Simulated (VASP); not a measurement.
# Co (P6_3/mmc) in VASP: single point with PBE

Aim: the single point of Co with PBE.

All numbers are computed with VASP 6.6.1; they aren't measurements. Logs are shortened: lines on timing, memory, paths and dates and some standing lists are left out, and cuts for length are marked.

**1. The cell of the first run**

The structure is hexagonal, space group P6_3/mmc (No. 194). The conventional cell has a = 2.507 Å, b = 2.507 Å, c = 4.070 Å, α = 90.00°, β = 90.00°, γ = 120.00°. Within 3.3 Å of Co (site symmetry -6m2) lie 12 Co at 2.50 to 2.51 Å.

**2. Single point, PBE**

The input, INCAR:

```
PREC     = Accurate       # precision mode
ENCUT    = 690            # plane-wave cutoff, eV
EDIFF    = 1E-6           # SCF threshold, eV
ISMEAR   = -1             # smearing method
SIGMA    = 0.1            # smearing width, eV
LREAL    = F              # projectors in reciprocal space
LASPH    = T              # aspherical terms in the spheres
NELM     = 120            # most SCF steps
ALGO     = Normal         # electronic algorithm
ISIF     = 2              # what is computed and relaxed
LWAVE    = F              # write WAVECAR
LCHARG   = T              # write CHGCAR
GGA      = PE             # functional
LELF     = T              # ELF
LVHAR    = T            
NBANDS   = 24             # bands
GGA_COMPAT= F
```

The input, KPOINTS:

```
Automatic mesh
0
Gamma
  12 12 7
```

The input, POSCAR:

```
Co
1.0
    2.5074000000      0.0000000000      0.0000000000
   -1.2537000000      2.1714720000      0.0000000000
    0.0000000000      0.0000000000      4.0699000000
Co
2
Direct
    0.3333333333      0.6666666667      0.2500000000
    0.6666666667      0.3333333333      0.7500000000
```

Potentials or basis: VASP PAW PBE potentials, release 64 (Co_sv).

Started as:

```sh
$ cat potpaw_PBE.64/Co_sv/POTCAR > POTCAR
$ mpirun -np 1 vasp_std > vasp.out
```

OUTCAR:

```text
PREC = Accurate
   ENCUT = 690
   EDIFF = 1E-6
   ISMEAR = -1
   LREAL = F
   LASPH = T
   NELM = 120
   ISIF = 2
   GGA = PE

 ion  position               nearest neighbor table
   1  0.333  0.667  0.250-   2 2.50   2 2.50   2 2.50   2 2.50   2 2.50   2 2.50
   2  0.667  0.333  0.750-   1 2.50   1 2.50   1 2.50   1 2.50   1 2.50   1 2.50

  LATTYP: Found a hexagonal cell.
 ALAT       =     2.5074000000
 C/A-ratio  =     1.6231554598

  Lattice vectors:

 A1 = (   2.5074000000,   0.0000000000,   0.0000000000)
 A2 = (  -1.2537000000,   2.1714720000,   0.0000000000)
 A3 = (   0.0000000000,   0.0000000000,   4.0699000000)

Analysis of symmetry for initial positions (statically):
=====================================================================
 Subroutine PRICEL returns:
 Original cell was already a primitive cell.

 Routine SETGRP: Setting up the symmetry group for a
 hexagonal supercell.

 Subroutine GETGRP returns: Found 24 space group operations
 (whereof 12 operations were pure point group operations)
 out of a pool of 24 trial point group operations.

The static configuration has the point symmetry D_3d.
 The point group associated with its full space group is D_6h.

Analysis of symmetry for dynamics (positions and initial velocities):
=====================================================================
 Subroutine PRICEL returns:
 Original cell was already a primitive cell.

 Routine SETGRP: Setting up the symmetry group for a
 hexagonal supercell.

 Subroutine GETGRP returns: Found 24 space group operations
 (whereof 12 operations were pure point group operations)
 out of a pool of 24 trial point group operations.

The dynamic configuration has the point symmetry D_3d.
 The point group associated with its full space group is D_6h.

 Subroutine INISYM returns: Found 24 space group operations
 (whereof 12 operations are pure point group operations),
 and found     1 'primitive' translations

----------------------------------------------------------------------------------------

                                     Primitive cell

  volume of cell :      22.1596

  direct lattice vectors                    reciprocal lattice vectors
     2.507400000  0.000000000  0.000000000     0.398819494  0.230258553  0.000000000
    -1.253700000  2.171472000  0.000000000     0.000000000  0.460517105  0.000000000
     0.000000000  0.000000000  4.069900000     0.000000000  0.000000000  0.245706283

[... 79 lines left out ...]
   LSORBIT =      F    spin-orbit coupling
   LASPH  =      T    aspherical Exc in radial PAW
   ENCUT  =  690.0 eV  50.71 Ry    7.12 a.u.   5.37  5.37  8.72*2*pi/ulx,y,z
   NELM   =    120;   NELMIN=  2; NELMDL= -5     # of ELM steps
   EDIFF  = 0.1E-05   stopping-criterion for ELM
   LREAL  =      F    real-space projection
   EDIFFG = 0.1E-04   stopping-criterion for IOM
   NSW    =      0    number of steps for IOM
   IBRION =     -1    ionic relax: 0-MD 1-quasi-New 2-CG
   NFREE  =      0    steps in history (QN), initial steepest desc. (CG)
   ISIF   =      2    stress and relaxation
   ISYM   =      2    0-nonsym 1-usesym 2-fastsym
   POTIM  = 0.5000    time-step for ionic-motion
   TEBEG  =    0.0;   TEEND  =   0.0 temperature during run
   PSTRESS=    0.0 pullay stress
   NELECT =      34.0000    total number of electrons
   NUPDOWN=      -1.0000    fix difference up-down
   EMIN   =  10.00;   EMAX   =-10.00  energy-range for DOS
   EFERMI =   0.00;   METHOD = LEGACY
   ISMEAR =    -1;   SIGMA  =   0.10  broadening in eV -4-tet -1-fermi 0-gaus
   EFERMI_NEDOS =   21; number of points for ismear=-14 and -15
   IALGO  =     38    algorithm
   IMIX   =      4    mixing-type and parameters
     AMIX     =   0.40;   BMIX     =  1.00
     AMIX_MAG =   1.60;   BMIX_MAG =  1.00
  volume/ion in A,a.u.               =      11.08        74.77
  Fermi-wavevector in a.u.,A,eV,Ry     =   1.888197  3.568175 48.508680  3.565287
  Thomas-Fermi vector in A             =   2.930067
   LORBIT       =      0    0 simple, 1 ext, 2 COOP (PROOUT), +10 PAW based schemes
   GGA     = PE    functional components
   LHFCALC =     F    Hartree Fock is set to
   AEXX    =    0.0000 exact exchange contribution
   IVDW    =     0    specifies the selected vdW correction
   LEPSILON=     F    determine dielectric tensor
   LRPA    =     F    only Hartree local field effects (RPA)
 non-spin polarized calculation
  energy-cutoff  :      690.00
  volume of cell :       22.16
 maximum number of plane-waves:       941
 NGX is ok and might be reduce to    24
   NGX = 11   NGY = 11   NGZ = 17

 number of electron      33.9999998 magnetization

 Free energy of the ion-electron system (eV)
  ---------------------------------------------------
  ext. energy  EPLUGINS =         0.00000000
  ---------------------------------------------------
  free energy    TOTEN  =       -13.82786591 eV

  energy without entropy =      -13.63539763  energy(sigma->0) =      -13.73163177

 E-fermi :  11.5815     XC(G=0): -13.7803

 val. band max:       11.5783782224   @ k =   0.1667   0.0833   0.4286
 cond. band min:      11.5851958209   @ k =   0.1667   0.1667   0.4286
 fundamental gap:      0.0068175985
 Fermi energy:        11.5815489552

 k-point     1 :       0.0000    0.0000    0.0000
  band No.  band energies     occupation
      1     -83.4582      2.00000
      2     -83.4059      2.00000
      3     -46.8723      2.00000
      4     -46.5918      2.00000
      5     -46.5918      2.00000
      6     -46.5603      2.00000
[... 637 lines left out ...]
     23      27.0410      0.00000
     24      28.0859      0.00000

 [... further k-points ...]

------------------------ aborting loop because EDIFF is reached ----------------------------------------

  FORCE on cell =-STRESS in cart. coord.  units (eV):
  Direction    XX          YY          ZZ          XY          YZ          ZX
  --------------------------------------------------------------------------------------
  -------------------------------------------------------------------------------------
  Total       -2.0417072     -2.0417070     -2.3312335      0.0000000      0.0000000      0.0000000
  in kB     -147.6190627   -147.6190494   -168.5523296      0.0000000      0.0000000      0.0000000
  external PRESSURE =    -154.5968139 kB  Pullay stress =       0.0000000 kB

 VOLUME and BASIS-vectors are now :
 -----------------------------------------------------------------------------
  energy-cutoff  :      690.00
  volume of cell :       22.16
      direct lattice vectors                 reciprocal lattice vectors
     2.507400000  0.000000000  0.000000000     0.398819494  0.230258553  0.000000000
    -1.253700000  2.171472000  0.000000000     0.000000000  0.460517105  0.000000000
     0.000000000  0.000000000  4.069900000     0.000000000  0.000000000  0.245706283

 POSITION                                       TOTAL-FORCE (eV/Angst)
 -----------------------------------------------------------------------------------
     -0.00000      1.44765      1.01747        -0.000000      0.000000      0.000000
      1.25370      0.72382      3.05242         0.000000     -0.000000      0.000000
 -----------------------------------------------------------------------------------
    total drift:                               -0.000000      0.000000     -0.000000

  FREE ENERGIE OF THE ION-ELECTRON SYSTEM (eV)
  ---------------------------------------------------
  free  energy   TOTEN  =       -13.8278659079 eV

  energy  without entropy=      -13.6353976279  energy(sigma->0) =      -13.73163177
```

OSZICAR:

```text
N       E                     dE             d eps       ncg     rms          rms(c)
DAV:   1     0.662675353869E+03    0.66268E+03   -0.23722E+04  4552   0.510E+03
DAV:   2     0.360706552657E+02   -0.62660E+03   -0.60511E+03  5352   0.108E+03
DAV:   3    -0.154655664621E+02   -0.51536E+02   -0.50621E+02  4688   0.286E+02
DAV:   4    -0.164760424703E+02   -0.10105E+01   -0.10087E+01  5272   0.417E+01
DAV:   5    -0.165604297573E+02   -0.84387E-01   -0.84387E-01  5088   0.162E+01    0.161E+01
DAV:   6    -0.147191303711E+02    0.18413E+01   -0.18444E+01  4528   0.120E+02    0.135E+01
DAV:   7    -0.138451312795E+02    0.87400E+00   -0.36317E+00  4464   0.532E+01    0.122E+00
DAV:   8    -0.138323532410E+02    0.12778E-01   -0.65041E-02  5136   0.395E+00    0.522E-01
DAV:   9    -0.138278395939E+02    0.45136E-02   -0.76277E-03  5296   0.313E+00    0.141E-01
DAV:  10    -0.138278789750E+02   -0.39381E-04   -0.36044E-04  5520   0.373E-01    0.547E-02
DAV:  11    -0.138278652474E+02    0.13728E-04   -0.41545E-05  4904   0.101E-01    0.120E-02
DAV:  12    -0.138278659079E+02   -0.66055E-06   -0.34803E-06  3456   0.409E-02
   1 F= -.13827866E+02 E0= -.13731632E+02  d E =-.192468E+00
```

It took 35 s on 1 thread of AMD EPYC 9R45 (Zen 5), shared host; peak memory 0.14 GiB.

What came out:

| Quantity | Value |
| --- | --- |
| Free energy | -13.8279 eV |
| Pressure | -15.5 GPa |
| Band gap on the k mesh | zero (bands 17 and 18 overlap by 1.35 eV) |

Stress tensor (GPa, compression positive):
```
-14.76   0.00   0.00
  0.00 -14.76   0.00
  0.00   0.00 -16.86
```

Caveat: the cell stands under tension; the run has no spin polarisation, though such a crystal can be magnetic.
